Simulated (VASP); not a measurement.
# Ba (P6_3/mmc) in VASP: further runs, part 2 of 3

VASP 6.6.1.

### Step 3. Single point, PBEsol (23.23 Å³/atom)

INCAR

```
SYSTEM = Ba
PREC = Accurate
ENCUT = 520
EDIFF = 1E-6
ISMEAR = -1
SIGMA = 0.08
LREAL = .False.
LASPH = .True.
NELM = 60
ALGO = Normal
ISIF = 2
LWAVE = .False.
LCHARG = .False.
GGA = PS
NBANDS = 17
```

KPOINTS

```
Automatic mesh
0
Gamma
  10 10 6
  0 0 0
```

POSCAR

```
Ba
1.0
    3.2732794878      0.0000000000      0.0000000000
   -1.6366397439      2.8347431901      0.0000000000
    0.0000000000      0.0000000000      5.0064716199
Ba
2
Direct
    0.3333333333      0.6666666667      0.2500000000
    0.6666666667      0.3333333333      0.7500000000
```

Potentials or basis: VASP PAW PBE potentials, release 64 (Ba_sv).

The run is started by

```
> cat potpaw_PBE.64/Ba_sv/POTCAR > POTCAR
> mpirun -np 1 vasp_std > vasp.out
```

OUTCAR:

```text
SYSTEM = Ba
   PREC = Accurate
   ENCUT = 520
   EDIFF = 1E-6
   ISMEAR = -1
   LREAL = .False.
   LASPH = .True.
   NELM = 60
   ISIF = 2
   GGA = PS

 ion  position               nearest neighbor table
   1  0.333  0.667  0.250-   2 3.14   2 3.14   2 3.14   2 3.14   2 3.14   2 3.14   2 4.53   2 4.53
                             2 4.53   2 4.53   2 4.53   2 4.53
   2  0.667  0.333  0.750-   1 3.14   1 3.14   1 3.14   1 3.14   1 3.14   1 3.14   1 4.53   1 4.53
                             1 4.53   1 4.53   1 4.53   1 4.53

  LATTYP: Found a hexagonal cell.
 ALAT       =     3.2732794878
 C/A-ratio  =     1.5294971415

  Lattice vectors:

 A1 = (   3.2732794878,   0.0000000000,   0.0000000000)
 A2 = (  -1.6366397439,   2.8347431901,   0.0000000000)
 A3 = (   0.0000000000,   0.0000000000,   5.0064716199)

Analysis of symmetry for initial positions (statically):
=====================================================================
 Subroutine PRICEL returns:
 Original cell was already a primitive cell.

 Routine SETGRP: Setting up the symmetry group for a
 hexagonal supercell.

 Subroutine GETGRP returns: Found 24 space group operations
 (whereof 12 operations were pure point group operations)
 out of a pool of 24 trial point group operations.

The static configuration has the point symmetry D_3d.
 The point group associated with its full space group is D_6h.

Analysis of symmetry for dynamics (positions and initial velocities):
=====================================================================
 Subroutine PRICEL returns:
 Original cell was already a primitive cell.

 Routine SETGRP: Setting up the symmetry group for a
 hexagonal supercell.

 Subroutine GETGRP returns: Found 24 space group operations
 (whereof 12 operations were pure point group operations)
 out of a pool of 24 trial point group operations.

The dynamic configuration has the point symmetry D_3d.
 The point group associated with its full space group is D_6h.

 Subroutine INISYM returns: Found 24 space group operations
 (whereof 12 operations are pure point group operations),
 and found     1 'primitive' translations

[... 115 lines left out ...]
  volume/ion in A,a.u.               =      23.23       156.75
  Fermi-wavevector in a.u.,A,eV,Ry     =   1.236162  2.336007 20.791007  1.528096
  Thomas-Fermi vector in A             =   2.370782
   LORBIT       =      0    0 simple, 1 ext, 2 COOP (PROOUT), +10 PAW based schemes
   GGA     = PS    functional components
   LHFCALC =     F    Hartree Fock is set to
   AEXX    =    0.0000 exact exchange contribution
   IVDW    =     0    specifies the selected vdW correction
   LEPSILON=     F    determine dielectric tensor
   LRPA    =     F    only Hartree local field effects (RPA)
 non-spin polarized calculation
  energy-cutoff  :      520.00
  volume of cell :       46.45
 maximum number of plane-waves:      1276
   NGX = 13   NGY = 13   NGZ = 19

 number of electron      20.0000001 magnetization

 Free energy of the ion-electron system (eV)
  ---------------------------------------------------
  ext. energy  EPLUGINS =         0.00000000
  ---------------------------------------------------
  free energy    TOTEN  =        -0.74423442 eV

  energy without entropy =       -0.70420825  energy(sigma->0) =       -0.72422134

 E-fermi :   7.1288     XC(G=0): -11.5451

 val. band max:        7.1142761917   @ k =   0.1000  -0.0000   0.1667
 cond. band min:       7.1326829180   @ k =   0.3000   0.2000   0.3333
 fundamental gap:      0.0184067263
 Fermi energy:         7.1287939445

 k-point     1 :       0.0000    0.0000    0.0000
  band No.  band energies     occupation
      1     -22.7906      2.00000
      2     -20.9655      2.00000
      3     -10.1427      2.00000
      4      -5.2999      2.00000
      5      -5.2999      2.00000
      6      -4.3047      2.00000
[... 457 lines left out ...]
      4      -8.5194      2.00000
      5      -7.4886      2.00000
      6      -6.7200      2.00000
[... 9 lines left out ...]
     16      15.7466      0.00000
     17      16.4354      0.00000

 [... further k-points ...]

------------------------ aborting loop because EDIFF is reached ----------------------------------------

  FORCE on cell =-STRESS in cart. coord.  units (eV):
  Direction    XX          YY          ZZ          XY          YZ          ZX
  --------------------------------------------------------------------------------------
  -------------------------------------------------------------------------------------
  Total       10.5732608     10.5732608     11.2641346     -0.0000000      0.0000000      0.0000000
  in kB      364.6623787    364.6623787    388.4900002     -0.0000000      0.0000000      0.0000000
  external PRESSURE =     372.6049192 kB  Pullay stress =       0.0000000 kB

 VOLUME and BASIS-vectors are now :
 -----------------------------------------------------------------------------
  energy-cutoff  :      520.00
  volume of cell :       46.45
      direct lattice vectors                 reciprocal lattice vectors
     3.273279488  0.000000000  0.000000000     0.305504007  0.176382821  0.000000000
    -1.636639744  2.834743190  0.000000000     0.000000000  0.352765642  0.000000000
     0.000000000  0.000000000  5.006471620     0.000000000  0.000000000  0.199741470

 POSITION                                       TOTAL-FORCE (eV/Angst)
 -----------------------------------------------------------------------------------
     -0.00000      1.88983      1.25162        -0.000000      0.000000      0.000000
      1.63664      0.94491      3.75485         0.000000      0.000000      0.000000
 -----------------------------------------------------------------------------------
    total drift:                               -0.000000      0.000000     -0.000000

  FREE ENERGIE OF THE ION-ELECTRON SYSTEM (eV)
  ---------------------------------------------------
  free  energy   TOTEN  =        -0.7442344235 eV

  energy  without entropy=       -0.7042082525  energy(sigma->0) =       -0.72422134
```

OSZICAR:

```text
N       E                     dE             d eps       ncg     rms          rms(c)
DAV:   1     0.125161957412E+03    0.12516E+03   -0.98795E+03  1904   0.110E+03
DAV:   2     0.367577247596E+01   -0.12149E+03   -0.11779E+03  2884   0.221E+02
DAV:   3    -0.133973487552E+01   -0.50155E+01   -0.49550E+01  2352   0.433E+01
DAV:   4    -0.146641320452E+01   -0.12668E+00   -0.12655E+00  2584   0.503E+00
DAV:   5    -0.146732161771E+01   -0.90841E-03   -0.90834E-03  2399   0.454E-01    0.185E+01
DAV:   6    -0.939592812949E+00    0.52773E+00   -0.40592E-01  2612   0.431E+00    0.956E+00
DAV:   7    -0.745365928806E+00    0.19423E+00   -0.47026E-01  3044   0.437E+00    0.473E-01
DAV:   8    -0.744680795919E+00    0.68513E-03   -0.61170E-03  2349   0.580E-01    0.408E-01
DAV:   9    -0.744374889990E+00    0.30591E-03   -0.14905E-03  2517   0.192E-01    0.237E-01
DAV:  10    -0.744231933030E+00    0.14296E-03   -0.16532E-04  2859   0.784E-02    0.154E-02
DAV:  11    -0.744234636798E+00   -0.27038E-05   -0.39240E-06  2185   0.175E-02    0.146E-02
DAV:  12    -0.744234423465E+00    0.21333E-06   -0.79716E-08  1171   0.209E-03
   1 F= -.74423442E+00 E0= -.72422134E+00  d E =-.400262E-01
```

It took 13 s on 1 thread of Intel Xeon 6975P-C (Granite Rapids), shared host; peak memory 0.17 GiB.

Results:

* Free energy: -0.7442 eV
* Pressure: 37.3 GPa
* Band gap on the k mesh: zero (bands 10 and 11 overlap by 1.74 eV)

Stress tensor (GPa, compression positive):
```
36.47  0.00  0.00
 0.00 36.47  0.00
 0.00  0.00 38.85
```

Caveat: the cell stands under pressure; the PAW data sets were made with another functional, which shifts forces and pressure a little; spin-orbit coupling is left out, which moves the levels of the heavy elements.

### Step 4. Single point, PBEsol

This run uses another cell than the first one, of 29.03 Å³/atom.

INCAR

```
  PREC = Accurate
  ENCUT = 520
  EDIFF = 1E-6
  ISMEAR = -1
  SIGMA = 0.08
  LREAL = False
  LASPH = True
  NELM = 100
  ALGO = Normal
  ISIF = 2
  LWAVE = False
  LCHARG = False
  GGA = PS
  NBANDS = 17
```

KPOINTS

```
regular mesh
0
Gamma
  10 10 6
```

POSCAR

```
Ba
1.0
    3.5939367283      0.0000000000      0.0000000000
   -1.7969683641      3.1124405063      0.0000000000
    0.0000000000      0.0000000000      5.1911920433
Ba
2
Direct
    0.3333333333      0.6666666667      0.2500000000
    0.6666666667      0.3333333333      0.7500000000
```

The run is started by

```
> cat potpaw_PBE.64/Ba_sv/POTCAR > POTCAR
> mpirun -np 1 vasp_std > vasp.out
```

Wall time 20 s (1 thread of Intel Xeon 6975P-C (Granite Rapids), shared host); peak memory 0.2 GiB.

It converged, with:

| Item | Value |
| --- | --- |
| Free energy | -2.5352 eV |
| Pressure | 16.5 GPa |
| Band gap on the k mesh | zero (bands 10 and 11 overlap by 0.75 eV) |

Stress tensor (GPa, compression positive):
```
15.99  0.00  0.00
 0.00 15.99  0.00
 0.00  0.00 17.65
```

Levels at points of the mesh, in eV from the Fermi level:
```
           k point  band 6  band 7  band 8  band 9  band 10  band 11  band 12  band 13  band 14  band 15
(0.00, 0.00, 0.00)  -12.22  -12.22  -11.73   -2.22    -2.03     1.67     1.67     3.07     3.07     3.14
(0.50, 0.00, 0.00)  -13.80  -13.20  -12.41   -2.45    -0.82    -0.38     0.99     3.72     4.53     4.60
(0.00, 0.00, 0.50)  -12.63  -12.63  -12.63   -0.95    -0.95     1.36     1.36     1.36     1.36     2.84
(0.50, 0.00, 0.50)  -13.17  -12.75  -12.75   -1.64    -1.64     0.07     0.07     3.93     3.93     5.66
```

Caveat: the cell stands under pressure; the PAW data sets were made with another functional, which shifts forces and pressure a little; spin-orbit coupling is left out, which moves the levels of the heavy elements.

### Step 5. Single point, PBEsol (29.03 Å³/atom)

This run uses another cell than the first one, of 29.03 Å³/atom.

INCAR

```
SYSTEM = Ba
PREC = Accurate ; ENCUT = 520
EDIFF = 1E-6 ; ISMEAR = -1
SIGMA = 0.08 ; LREAL = .FALSE.
LASPH = .TRUE. ; NELM = 60
ALGO = Normal ; ISIF = 2
LWAVE = .FALSE. ; LCHARG = .FALSE.
GGA = PS ; NBANDS = 17
```

KPOINTS

```
regular mesh
0
G
  10 10 6
  0 0 0
```

POSCAR is that of step 4.

The run is started by

```
> cat potpaw_PBE.64/Ba_sv/POTCAR > POTCAR
> mpirun -np 1 vasp_std > vasp.out
```

Run time: 19 s. Hardware: 1 thread of Intel Xeon 6975P-C (Granite Rapids), shared host; peak memory 0.2 GiB.

Results (log left out):

| Property | Result |
| --- | --- |
| Free energy | -2.5352 eV |
| Pressure | 16.5 GPa |
| Band gap on the k mesh | zero (bands 10 and 11 overlap by 0.75 eV) |

Stress tensor (GPa, compression positive):
```
15.99  0.00  0.00
 0.00 15.99  0.00
 0.00  0.00 17.65
```

Levels at points of the mesh, in eV from the Fermi level:
| k point | band 7 | band 8 | band 9 | band 10 | band 11 | band 12 | band 13 | band 14 |
| --- | --- | --- | --- | --- | --- | --- | --- | --- |
| (0.00, 0.00, 0.00) | -12.22 | -11.73 | -2.22 | -2.03 | 1.67 | 1.67 | 3.07 | 3.07 |
| (0.50, 0.00, 0.00) | -13.20 | -12.41 | -2.45 | -0.82 | -0.38 | 0.99 | 3.72 | 4.53 |
| (0.00, 0.00, 0.50) | -12.63 | -12.63 | -0.95 | -0.95 | 1.36 | 1.36 | 1.36 | 1.36 |
| (0.50, 0.00, 0.50) | -12.75 | -12.75 | -1.64 | -1.64 | 0.07 | 0.07 | 3.93 | 3.93 |

Caveat: the cell stands under pressure; the PAW data sets were made with another functional, which shifts forces and pressure a little; spin-orbit coupling is left out, which moves the levels of the heavy elements.

[end of part 2 of 3]

The gap in the log of VASP goes by the Fermi energy; the results here count the filled bands.